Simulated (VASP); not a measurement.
Input of a VASP 6.6.1 run:

The input INCAR:

```
PREC = Accurate
ENCUT = 520
EDIFF = 1E-6
ISMEAR = -1
SIGMA = 0.1
LREAL = F
LASPH = T
NELM = 100
ALGO = Normal
ISIF = 2
LWAVE = F
LCHARG = T
GGA = CA
LELF = T
LVHAR = T
NBANDS = 17
```

File KPOINTS:

```
Automatic mesh
0
Gamma
  12 12 12
```

POSCAR

```
Ni
1.0
    0.0000000000      2.5631756424      2.5631756424
    2.5631756424      0.0000000000      2.5631756424
    2.5631756424      2.5631756424      0.0000000000
Ni
2
Direct
    0.1250000000      0.1250000000      0.1250000000
    0.8750000000      0.8750000000      0.8750000000
```

Potentials or basis: VASP PAW LDA potentials, release 64 (Ni).

Command:

```bash
$ cat potpaw_LDA.64/Ni/POTCAR > POTCAR
$ mpirun -np 1 vasp_std > vasp.out
```

(1) What does it give for the pressure?

(2) What does it give for the band gap on the k mesh?

Answers

(1) -10.4 GPa.

(2) zero (band 10 reaches 4.07 eV, above the bottom of band 11 at 3.78 eV).

Caveat: the run has no spin polarisation, though such a crystal can be magnetic.
